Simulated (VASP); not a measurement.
A run of VASP 6.6.1 is set up as follows.

INCAR

```
SYSTEM = Ru
ALGO     = Fast           ! electronic algorithm
EDIFF    = 1E-7           ! SCF threshold, eV
ENCUT    = 520            ! plane-wave cutoff, eV
GGA      = PS             ! functional
ISIF     = 2              ! what is computed and relaxed
ISMEAR   = 0              ! smearing method
LASPH    = .TRUE.         ! aspherical terms in the spheres
LCHARG   = .FALSE.        ! write CHGCAR
LREAL    = .FALSE.        ! projectors in reciprocal space
LWAVE    = .FALSE.        ! write WAVECAR
NBANDS   = 21             ! bands
NELM     = 60             ! most SCF steps
PREC     = Accurate       ! precision mode
SIGMA    = 0.15           ! smearing width, eV
```

The input KPOINTS:

```
k-points
0
G
  21 21 12
  0 0 0
```

File POSCAR:

```
Ru
1.0
    2.6169542581      0.0000000000      0.0000000000
   -1.3084771290      2.2663488681      0.0000000000
    0.0000000000      0.0000000000      4.2043987111
Ru
2
Direct
    0.3333333333      0.6666666667      0.2500000000
    0.6666666667      0.3333333333      0.7500000000
```

Potentials or basis: VASP PAW PBE potentials, release 64 (Ru_pv).

Launch:

```console
$ cat potpaw_PBE.64/Ru_pv/POTCAR > POTCAR
$ mpirun -np 1 vasp_std > vasp.out
```

(1) Predict the band gap on the k mesh.

(2) Estimate the pressure.

Answers

(1) zero (band 14 reaches 16.13 eV, above the bottom of band 15 at 12.62 eV).

(2) 26.9 GPa.

Caveat: the PAW data sets were made with another functional, which shifts forces and pressure a little.
